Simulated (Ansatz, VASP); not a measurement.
One calculation of GeIrPt6, two programs

```
Ge Ir Pt
1.0
     5.55226    0.00000    0.00000
    -2.77613    4.80840    0.00000
     0.00000    0.00000    4.65229
Ge Ir Pt
1 1 6
Direct
  0.66667 0.33333 0.00000
  0.00000 0.00000 0.50000
  0.00203 0.50101 0.50000
  0.49899 0.50101 0.50000
  0.49899 0.99797 0.50000
  0.67256 0.83628 0.00000
  0.16372 0.83628 0.00000
  0.16372 0.32744 0.00000
```

Change from the starting cell: species swapped into the GdHoAl6 type (P-6m2, No. 187).

Alike in both runs: functional PBE; k mesh 3 × 3 × 4; occupations gaussian, width 0.2 eV; no spin polarisation.

Ansatz relaxed the structure, and its values are those at the end. VASP's run is a single point on that final structure, the one shown.

```csv
,VASP,Ansatz
version,VASP 6.6.1,Ansatz 0.2.0
potentials or method,"VASP PAW PBE potentials, release 64 (Ge_d, Ir, Pt), cutoff 500 eV","scalar-relativistic, plane waves, PAW"
valence electrons in the cell,83,139
```

```csv
,VASP,Ansatz,Ansatz less VASP
gap on the k mesh at the Fermi level (eV),none,none,-
pressure (GPa),-0.1,0.2,+0.27
rms of the force components (eV/Å),0.014,0.012,-0.0024
```

A gap of «none» marks a metal or a gap that the smearing closes. The functional is the same, so the differences come from potentials, cutoffs and numerics. VASP's potentials hold 83 valence electrons a cell and Ansatz's 139, so a difference there can come from the potentials and not from the codes.

The k mesh is coarse, so the values compare programs but aren't converged. Neither program's run includes spin-orbit coupling.
